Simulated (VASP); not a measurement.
# Al12Cl in VASP: single point with PBE

Aim: the single point of Al12Cl with PBE.

Everything below comes from runs of VASP 6.6.1. Logs are shortened: lines on timing, memory, paths and dates and some standing lists are left out, and cuts for length are marked.

### 1 The cell of the first run

The cell holds a slab with vacuum, 13 atoms: a = 5.714 Å, b = 5.714 Å, c = 20.101 Å, α = 90.00°, β = 90.00°, γ = 120.00°.

### 2 Single point, PBE

INCAR

```
SYSTEM = Al12Cl
PREC     = Accurate       ! precision mode
ENCUT    = 520            ! plane-wave cutoff, eV
EDIFF    = 1E-7           ! SCF threshold, eV
ISMEAR   = 0              ! smearing method
SIGMA    = 0.1            ! smearing width, eV
LREAL    = .FALSE.        ! projectors in reciprocal space
LASPH    = .TRUE.         ! aspherical terms in the spheres
NELM     = 100            ! most SCF steps
ALGO     = Normal         ! electronic algorithm
ISIF     = 2              ! what is computed and relaxed
LWAVE    = .FALSE.        ! write WAVECAR
LCHARG   = .TRUE.         ! write CHGCAR
LDIPOL   = .TRUE.       
IDIPOL   = 3            
DIPOL    = 0.5 0.5 0.330
GGA      = PE             ! functional
LELF     = .TRUE.         ! ELF
LVHAR    = .TRUE.       
LVACPOTAV= .TRUE.       
NBANDS   = 34             ! bands
```

KPOINTS

```
regular mesh
0
G
  6 6 1
  0 0 0
```

POSCAR

```
Al12Cl
1.0
    5.7135165838      0.0000000000      0.0000000000
   -2.8567582919      4.9480505065      0.0000000000
    0.0000000000      0.0000000000     20.1013781901
Al Cl
12 1
Direct
    0.3333333333      0.1666666667      0.1989913310
    0.3333333333      0.6666666667      0.1989913310
    0.8333333333      0.1666666667      0.1989913310
    0.8333333333      0.6666666667      0.1989913310
    0.1666666667      0.3333333333      0.3134471574
    0.1666666667      0.8333333333      0.3134471574
    0.6666666667      0.3333333333      0.3134471574
    0.6666666667      0.8333333333      0.3134471574
    0.0000000000      0.0000000000      0.4278999235
    0.0000000000      0.5000000000      0.4278999235
    0.5000000000      0.0000000000      0.4278999235
    0.5000000000      0.5000000000      0.4278999235
    0.0000000000      0.1666666667      0.5344872229
```

Potentials or basis: VASP PAW PBE potentials, release 64 (Al, Cl).

Launch:

```bash
> cat potpaw_PBE.64/Al/POTCAR potpaw_PBE.64/Cl/POTCAR > POTCAR
> mpirun -np 1 vasp_std > vasp.out
```

OUTCAR:

```text
SYSTEM = Al12Cl
   PREC = Accurate
   ENCUT = 520
   EDIFF = 1E-7
   ISMEAR = 0
   LREAL = .FALSE.
   LASPH = .TRUE.
   NELM = 100
   ISIF = 2
   GGA = PE

 ion  position               nearest neighbor table
   1  0.333  0.167  0.199-   5 2.83   6 2.83   7 2.83   4 2.86   2 2.86   2 2.86   4 2.86   3 2.86
                             3 2.86
   2  0.333  0.667  0.199-   6 2.83   5 2.83   8 2.83   3 2.86   1 2.86   1 2.86   3 2.86   4 2.86
                             4 2.86
   3  0.833  0.167  0.199-   7 2.83   8 2.83   5 2.83   4 2.86   2 2.86   4 2.86   2 2.86   1 2.86
                             1 2.86
   4  0.833  0.667  0.199-   8 2.83   7 2.83   6 2.83   3 2.86   1 2.86   3 2.86   1 2.86   2 2.86
                             2 2.86
   5  0.167  0.333  0.313-   9 2.83  12 2.83  10 2.83   1 2.83   2 2.83   3 2.83   8 2.86   6 2.86
                             6 2.86   8 2.86   7 2.86   7 2.86
   6  0.167  0.833  0.313-  10 2.83  11 2.83   9 2.83   2 2.83   1 2.83   4 2.83   7 2.86   5 2.86
                             5 2.86   7 2.86   8 2.86   8 2.86
   7  0.667  0.333  0.313-  11 2.83  10 2.83  12 2.83   3 2.83   4 2.83   1 2.83   8 2.86   6 2.86
                             8 2.86   6 2.86   5 2.86   5 2.86
   8  0.667  0.833  0.313-  12 2.83   9 2.83  11 2.83   4 2.83   3 2.83   2 2.83   7 2.86   5 2.86
                             7 2.86   5 2.86   6 2.86   6 2.86
   9  0.000  0.000  0.428-  13 2.34   5 2.83   8 2.83   6 2.83  12 2.86  10 2.86  10 2.86  12 2.86
                            11 2.86  11 2.86
  10  0.000  0.500  0.428-   6 2.83   7 2.83   5 2.83   9 2.86  11 2.86   9 2.86  11 2.86  12 2.86
                            12 2.86  13 2.87
  11  0.500  0.000  0.428-   7 2.83   6 2.83   8 2.83  10 2.86  12 2.86  12 2.86  10 2.86   9 2.86
                             9 2.86
  12  0.500  0.500  0.428-   8 2.83   5 2.83   7 2.83   9 2.86  11 2.86  11 2.86   9 2.86  10 2.86
                            10 2.86
  13  0.000  0.167  0.534-   9 2.34  10 2.87

  LATTYP: Found a hexagonal cell.
 ALAT       =     5.7135165838
 C/A-ratio  =     3.5182147274

  Lattice vectors:

 A1 = (   5.7135165838,   0.0000000000,   0.0000000000)
 A2 = (  -2.8567582919,   4.9480505065,   0.0000000000)
 A3 = (   0.0000000000,   0.0000000000,  20.1013781901)

Analysis of symmetry for initial positions (statically):
=====================================================================
 Subroutine PRICEL returns:
 Original cell was already a primitive cell.

 Routine SETGRP: Setting up the symmetry group for a
 hexagonal supercell.

 Subroutine GETGRP returns: Found  1 space group operations
 (whereof  1 operations were pure point group operations)
 out of a pool of 24 trial point group operations.

The static configuration has the point symmetry C_1 .

Analysis of symmetry for dynamics (positions and initial velocities):
=====================================================================
 Subroutine PRICEL returns:
 Original cell was already a primitive cell.

 Routine SETGRP: Setting up the symmetry group for a
 hexagonal supercell.

 Subroutine GETGRP returns: Found  1 space group operations
 (whereof  1 operations were pure point group operations)
 out of a pool of 24 trial point group operations.

The dynamic configuration has the point symmetry C_1 .

 Subroutine INISYM returns: Found  1 space group operations
 (whereof  1 operations are pure point group operations),
 and found     1 'primitive' translations

----------------------------------------------------------------------------------------

                                     Primitive cell

  volume of cell :     568.2814

  direct lattice vectors                    reciprocal lattice vectors
     5.713516584  0.000000000  0.000000000     0.175023558  0.101049898  0.000000000
    -2.856758292  4.948050506  0.000000000     0.000000000  0.202099796  0.000000000
     0.000000000  0.000000000 20.101378190     0.000000000  0.000000000  0.049747833

  length of vectors
     5.713516584  5.713516584 20.101378190     0.202099796  0.202099796  0.049747833

  position of ions in fractional coordinates (direct lattice)
     0.333333333  0.166666667  0.198991331
     0.333333333  0.666666667  0.198991331
     0.833333333  0.166666667  0.198991331
     0.833333333  0.666666667  0.198991331
     0.166666667  0.333333333  0.313447157
     0.166666667  0.833333333  0.313447157
     0.666666667  0.333333333  0.313447157
     0.666666667  0.833333333  0.313447157
     0.000000000  0.000000000  0.427899924
     1.000000000  0.500000000  0.427899924
     0.500000000  0.000000000  0.427899924
     0.500000000  0.500000000  0.427899924
     1.000000000  0.166666667  0.534487223

  ion indices of the primitive-cell ions
   primitive index   ion index
                 1           1
                 2           2
                 3           3
                 4           4
                 5           5
                 6           6
                 7           7
                 8           8
                 9           9
                10          10
                11          11
                12          12
                13          13

----------------------------------------------------------------------------------------

 KPOINTS: regular mesh

Automatic generation of k-mesh.
 Grid dimensions read from file:
 generate k-points for:    6    6    1

 Generating k-lattice:

  Cartesian coordinates                     Fractional coordinates (reciprocal lattice)
     0.029170593  0.016841650  0.000000000     0.166666667 -0.000000000  0.000000000
     0.000000000  0.033683299  0.000000000     0.000000000  0.166666667  0.000000000
     0.000000000  0.000000000  0.049747833     0.000000000  0.000000000  1.000000000

  Length of vectors
     0.033683299  0.033683299  0.049747833

  Shift w.r.t. Gamma in fractional coordinates (k-lattice)
     0.000000000  0.000000000  0.000000000

 Subroutine IBZKPT returns following result:
 ===========================================

 Found     20 irreducible k-points:

 Following reciprocal coordinates:
            Coordinates               Weight
  0.000000  0.000000  0.000000      1.000000
  0.166667  0.000000  0.000000      2.000000
  0.000000  0.166667  0.000000      2.000000
 -0.166667  0.166667  0.000000      2.000000
  0.333333  0.000000  0.000000      2.000000
  0.000000  0.333333  0.000000      2.000000
[... 12 lines left out ...]
  0.500000 -0.166667  0.000000      2.000000
  0.333333  0.333333  0.000000      2.000000
   k-points           NKPTS =     20   k-points in BZ     NKDIM =     20   number of bands    NBANDS=     34
   number of dos      NEDOS =    301   number of ions     NIONS =     13
   total plane-waves  NPLWV = 264600
   dimension x,y,z NGX =    42 NGY =   42 NGZ =  150
   dimension x,y,z NGXF=    84 NGYF=   84 NGZF=  300
   ions per type =              12   1
   NGX,Y,Z   is equivalent  to a cutoff of  12.22, 12.22, 12.41 a.u.
   NGXF,Y,Z  is equivalent  to a cutoff of  24.44, 24.44, 24.81 a.u.
 SYSTEM =  Al12Cl
   PREC   = accura    normal or accurate (medium, high low for compatibility)
   ISTART =      0    job   : 0-new  1-cont  2-samecut
   ICHARG =      2    charge: 1-file 2-atom 10-const
   ISPIN  =      1    spin polarized calculation?
   LNONCOLLINEAR =      F non collinear calculations
   LSORBIT =      F    spin-orbit coupling
   LASPH  =      T    aspherical Exc in radial PAW
   ENCUT  =  520.0 eV  38.22 Ry    6.18 a.u.  10.62 10.62 37.38*2*pi/ulx,y,z
   NELM   =    100;   NELMIN=  2; NELMDL= -5     # of ELM steps
   EDIFF  = 0.1E-06   stopping-criterion for ELM
   LREAL  =      F    real-space projection
   EDIFFG = 0.1E-05   stopping-criterion for IOM
   NSW    =      0    number of steps for IOM
   IBRION =     -1    ionic relax: 0-MD 1-quasi-New 2-CG
   NFREE  =      0    steps in history (QN), initial steepest desc. (CG)
   ISIF   =      2    stress and relaxation
   ISYM   =      2    0-nonsym 1-usesym 2-fastsym
   POTIM  = 0.5000    time-step for ionic-motion
   TEBEG  =    0.0;   TEEND  =   0.0 temperature during run
   PSTRESS=    0.0 pullay stress
   NELECT =      43.0000    total number of electrons
   NUPDOWN=      -1.0000    fix difference up-down
   EMIN   =  10.00;   EMAX   =-10.00  energy-range for DOS
   EFERMI =   0.00;   METHOD = LEGACY
   ISMEAR =     0;   SIGMA  =   0.10  broadening in eV -4-tet -1-fermi 0-gaus
   EFERMI_NEDOS =   21; number of points for ismear=-14 and -15
   IALGO  =     38    algorithm
   IMIX   =      4    mixing-type and parameters
     AMIX     =   0.40;   BMIX     =  1.00
     AMIX_MAG =   1.60;   BMIX_MAG =  1.00
  volume/ion in A,a.u.               =      43.71       295.00
  Fermi-wavevector in a.u.,A,eV,Ry     =   0.692431  1.308505  6.523459  0.479461
  Thomas-Fermi vector in A             =   1.774362
   LORBIT       =      0    0 simple, 1 ext, 2 COOP (PROOUT), +10 PAW based schemes
   GGA     = PE    functional components
   LHFCALC =     F    Hartree Fock is set to
   AEXX    =    0.0000 exact exchange contribution
   IVDW    =     0    specifies the selected vdW correction
   LEPSILON=     F    determine dielectric tensor
   LRPA    =     F    only Hartree local field effects (RPA)
 non-spin polarized calculation
 Gauss-broadening in eV      SIGMA  =   0.10
  energy-cutoff  :      520.00
  volume of cell :      568.28
 maximum number of plane-waves:     15351
   NGX = 21   NGY = 21   NGZ = 75

 dipolmoment           0.000000      0.000000     -0.087083 electrons x Angstroem

 number of electron      43.0000002 magnetization

 dipolmoment           0.000000      0.000000      0.157322 electrons x Angstroem

 Free energy of the ion-electron system (eV)
  ---------------------------------------------------
  ext. energy  EPLUGINS =         0.00000000
  ---------------------------------------------------
  free energy    TOTEN  =       -45.64791904 eV

  energy without entropy =      -45.61199260  energy(sigma->0) =      -45.62995582

 E-fermi :   0.2932     XC(G=0):  -4.7662

 val. band max:        0.2881824570   @ k =   0.3333   0.1667   0.0000
 cond. band min:       0.2953924912   @ k =   0.5000  -0.1667   0.0000
 fundamental gap:      0.0072100342
 Fermi energy:         0.2931893982

 k-point     1 :       0.0000    0.0000    0.0000
  band No.  band energies     occupation
      1     -15.3832      2.00000
      2     -10.3428      2.00000
      3      -8.6426      2.00000
      4      -6.0860      2.00000
      5      -4.7819      2.00000
      6      -4.6181      2.00000
[... 25 lines left out ...]
     32       3.2263      0.00000
     33       3.3752      0.00000

 k-point     2 :       0.1667    0.0000    0.0000
  band No.  band energies     occupation
      1     -15.3811      2.00000
      2     -10.1770      2.00000
      3      -8.4827      2.00000
      4      -6.2658      2.00000
      5      -5.9454      2.00000
      6      -5.3178      2.00000
[... 640 lines left out ...]
 k-point    20 :       0.3333    0.3333    0.0000
  band No.  band energies     occupation
      1     -15.3735      2.00000
      2      -8.3857      2.00000
      3      -8.3575      2.00000
      4      -8.3520      2.00000
      5      -6.8247      2.00000
      6      -6.7099      2.00000
[... 25 lines left out ...]
     32       3.6071      0.00000
     33       3.6789      0.00000
 [bands above 33 left out]

------------------------ aborting loop because EDIFF is reached ----------------------------------------

  FORCE on cell =-STRESS in cart. coord.  units (eV):
  Direction    XX          YY          ZZ          XY          YZ          ZX
  --------------------------------------------------------------------------------------
  -------------------------------------------------------------------------------------
  Total       -2.4890040     -2.9313895      0.6316072      0.4149361     -0.3668760      0.0069209
  in kB       -7.0173433     -8.2645776      1.7807141      1.1698450     -1.0343474      0.0195122
  external PRESSURE =      -4.5004023 kB  Pullay stress =       0.0000000 kB

 VOLUME and BASIS-vectors are now :
 -----------------------------------------------------------------------------
  energy-cutoff  :      520.00
  volume of cell :      568.28
      direct lattice vectors                 reciprocal lattice vectors
     5.713516584  0.000000000  0.000000000     0.175023558  0.101049898  0.000000000
    -2.856758292  4.948050506  0.000000000     0.000000000  0.202099796  0.000000000
     0.000000000  0.000000000 20.101378190     0.000000000  0.000000000  0.049747833

 POSITION                                       TOTAL-FORCE (eV/Angst)
 -----------------------------------------------------------------------------------
      1.42838      0.82468      4.00000         0.074614      0.004798     -0.057333
     -0.00000      3.29870      4.00000         0.013492      0.050249     -0.053238
      4.28514      0.82468      4.00000        -0.083993     -0.012668      0.001711
      2.85676      3.29870      4.00000        -0.023493     -0.037866     -0.090494
      0.00000      1.64935      6.30072         0.000924      0.053193      0.206135
     -1.42838      4.12338      6.30072         0.087900     -0.018988     -0.076264
      2.85676      1.64935      6.30072        -0.008766      0.045048     -0.062151
      1.42838      4.12338      6.30072        -0.038210     -0.024965      0.039015
      0.00000      0.00000      8.60138         0.125335     -0.129107      0.552987
     -1.42838      2.47403      8.60138        -0.102613      0.195258      0.009578
      2.85676      0.00000      8.60138        -0.260434     -0.108409     -0.252895
      1.42838      2.47403      8.60138         0.208736      0.086702     -0.205891
     -0.47613      0.82468     10.74393         0.006509     -0.103246     -0.011159
 -----------------------------------------------------------------------------------
    total drift:                                0.000028     -0.000065      0.000037

  FREE ENERGIE OF THE ION-ELECTRON SYSTEM (eV)
  ---------------------------------------------------
  free  energy   TOTEN  =       -45.6479190416 eV

  energy  without entropy=      -45.6119926035  energy(sigma->0) =      -45.62995582

 vacuum level on the upper side and lower side of the slab         5.250         4.243
```

It took 15 min on 1 thread of Intel Xeon Platinum 8488C (Sapphire Rapids), shared host; peak memory 0.73 GiB.

What came out:

```
Free energy            : -45.6479 eV
Largest force          : 0.582 eV/Å
Band gap on the k mesh : zero (an odd number of electrons rules out a gap without spin polarisation)
```

Forces on the atoms (eV/Å):
```
Al   0.075  0.005 -0.057
Al   0.013  0.050 -0.053
Al  -0.084 -0.013  0.002
Al  -0.023 -0.038 -0.090
Al   0.001  0.053  0.206
Al   0.088 -0.019 -0.076
Al  -0.009  0.045 -0.062
Al  -0.038 -0.025  0.039
Al   0.125 -0.129  0.553
Al  -0.103  0.195  0.010
Al  -0.260 -0.108 -0.253
Al   0.209  0.087 -0.206
Cl   0.007 -0.103 -0.011
```

Caveat: an odd number of electrons without spin polarisation forces a metal; a magnetic or distorted state may lie lower.
